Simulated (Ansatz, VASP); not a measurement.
# C in VASP and in Ansatz

```xyz
2
Lattice="0.0000 1.8297 1.8297 1.8297 0.0000 1.8297 1.8297 1.8297 0.0000" Properties=species:S:1:pos:R:3 pbc="T T T"
C     2.7446    2.7446    2.7446
C     1.8297    1.8297    1.8297
```

Alike in both runs: functional RPBE; dispersion D4; k mesh 13 × 13 × 13; occupations fermi-dirac, width 0.1 eV; collinear spin.

```csv
,VASP,Ansatz
version,VASP 6.6.1,Ansatz 0.2.0
potentials or method,"VASP PAW PBE potentials, release 64 (C), cutoff 520 eV",all-electron PAW datasets made for the crystal
task,single point,band structure
```

Ansatz gave:

| Property | Result |
| --- | --- |
| gap on the k mesh at the Fermi level (eV) | 3.99 |
| least direct gap on the mesh (eV) | 5.40 |
| net moment per atom (μB) | 0.00 |

**Question.** What did VASP give for the same quantities?

**Answer.** gap on the k mesh at the Fermi level (eV): 3.98; least direct gap on the mesh (eV): 5.38; net moment per atom (μB): 0.00.

VASP's potentials were made for PBE, not for RPBE. Ansatz ran all-electron here, and VASP with PAW potentials.

Noted on Ansatz's run: the program warned that the printed levels may be off, so bands, gaps and densities of states are rough.
